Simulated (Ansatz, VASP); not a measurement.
# One calculation of KBr, two programs

```xyz
2
Lattice="0.0000 3.3000 3.3000 3.3000 0.0000 3.3000 3.3000 3.3000 0.0000" Properties=species:S:1:pos:R:3 pbc="T T T"
Br    3.3000    3.3000    3.3000
K     0.0000    0.0000    0.0000
```

Alike in both runs: task relaxation of cell and atoms; functional revPBE; k mesh 7 × 7 × 7; occupations fermi-dirac, width 0.05 eV; no spin polarisation.

```csv
,VASP,Ansatz
version,VASP 6.6.1,Ansatz 0.2.0
potentials or method,"VASP PAW PBE potentials, release 64 (Br, K_sv), cutoff 600 eV","all-electron LAPW, scalar-relativistic"
```

```tsv
	VASP	Ansatz	Ansatz less VASP
relaxed volume (Å³/atom)	40.97	40.92	-0.052
relaxed cell length with the largest relative difference (Å)	4.875	4.873	-0.0020
```

VASP's potentials were made for PBE, not for revPBE. Ansatz ran all-electron here, and VASP with PAW potentials.
